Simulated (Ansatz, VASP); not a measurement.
Two plane-wave programs on KBr

```
K Br
1.0
     4.03826    0.00000    0.00000
     0.00000    4.03826    0.00000
     0.00000    0.00000    4.03973
K Br
1 1
Direct
  0.50000 0.50000 0.50000
  0.00000 0.00000 0.00000
```

Change from the starting cell: species swapped into the MnIr type (P4/mmm, No. 123).

Alike in both runs: functional PBE; k mesh 8 × 8 × 6; occupations gaussian, width 0.02 eV; no spin polarisation.

Ansatz relaxed the structure, and its values are those at the end. VASP's run is a single point on that final structure, the one shown.

|  | VASP | Ansatz |
| --- | --- | --- |
| version | VASP 6.6.1 | Ansatz 0.2.0 |
| potentials or method | VASP PAW PBE potentials, release 64 (K_sv, Br), cutoff 520 eV | scalar-relativistic, plane waves, PAW |
| valence electrons in the cell | 16 | 16 |

|  | VASP | Ansatz | Ansatz less VASP |
| --- | --- | --- | --- |
| gap on the k mesh at the Fermi level (eV) | 3.87 | 3.87 | +0.002 |
| least direct gap on the mesh (eV) | 4.13 | 4.14 | +0.002 |
| pressure (GPa) | 0.0 | 0.0 | 0.00 |
